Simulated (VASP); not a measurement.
Write the native input for VASP 6.6.1 that does the following.

```
Task                   : single point
Functional             : r2SCAN
Potentials or basis    : VASP PAW PBE potentials, release 64 (Pt, Al)
Cutoff                 : 520 eV
k mesh                 : 9 × 6 × 1
Occupations            : fermi-dirac, width 0.05 eV
Spin                   : no spin polarisation
Dipole correction      : yes
Electric field (eV/Å)  : 0.3
Further INCAR settings : ALGO = Normal; EDIFF = 1e-07; NBANDS = 25; EFIELD = -0.3
```

Slab: Al2Pt (Al2Pt (110), 2 layers), a slab with vacuum.

```
Pt Al
1.0
     4.17451    0.00000    0.00000
     0.00000    5.90365    0.00000
     0.00000    0.00000   18.08730
Pt Al
2 4
Direct
  0.00000 0.12500 0.45024
  0.50000 0.62500 0.54977
  0.50000 0.89067 0.44635
  0.50000 0.35933 0.44635
  0.00000 0.39067 0.55364
  0.00000 0.85933 0.55364
```

These files were run (other wordings do the same):

POSCAR

```
Al2Pt
1.0
    4.1745129724      0.0000000000      0.0000000000
    0.0000000000      5.9036528618      0.0000000000
    0.0000000000      0.0000000000     18.0873000000
Pt Al
2 4
Direct
    0.0000000000      0.1250000000      0.4502358686
    0.5000000000      0.6250000000      0.5497656630
    0.5000000000      0.8906672823      0.4463548768
    0.5000000000      0.3593327177      0.4463548768
    0.0000000000      0.3906724025      0.5536443574
    0.0000000000      0.8593275975      0.5536443574
```

INCAR.step1

```
SYSTEM = Al2Pt
ALGO = Normal
DIPOL = 0.5 0.5 0.500
EDIFF = 1E-4
EFIELD = -0.3
ENCUT = 520
GGA = PE
IDIPOL = 3
ISMEAR = -1
LASPH = .True.
LCHARG = .False.
LDIPOL = .True.
LREAL = .False.
LWAVE = .True.
NBANDS = 25
NELM = 100
PREC = Accurate
SIGMA = 0.05
```

INCAR.step2

```
SYSTEM = Al2Pt
ALGO = Normal
DIPOL = 0.5 0.5 0.500
EDIFF = 1E-7
EFIELD = -0.3
ENCUT = 520
IDIPOL = 3
ISIF = 2
ISMEAR = -1
ISTART = 1
LASPH = .True.
LCHARG = .False.
LDIPOL = .True.
LMIXTAU = .True.
LREAL = .False.
LWAVE = .False.
METAGGA = R2SCAN
NBANDS = 25
NELM = 100
PREC = Accurate
SIGMA = 0.05
```

KPOINTS

```
k-points
0
Gamma
  9 6 1
  0 0 0
```

Potentials or basis: VASP PAW PBE potentials, release 64 (Pt, Al).

Launch:

```console
$ cat potpaw_PBE.64/Pt/POTCAR potpaw_PBE.64/Al/POTCAR > POTCAR
$ cp INCAR.step1 INCAR
$ mpirun -np 1 vasp_std > vasp.out
$ cp INCAR.step2 INCAR
$ mpirun -np 1 vasp_std > vasp.out
```

Results of the run:

| Quantity | Value |
| --- | --- |
| Largest force | 0.021 eV/Å |
| Band gap on the k mesh | zero (band 16 reaches -0.80 eV, above the bottom of band 17 at -1.73 eV) |

Caveat: the PAW data sets were made with another functional, which shifts forces and pressure a little; spin-orbit coupling is left out, which moves the levels of the heavy elements.

Wall time 42 min on 1 thread of Oxide Virtual Turin-like Processor (shared host), peak memory 0.63 GiB.
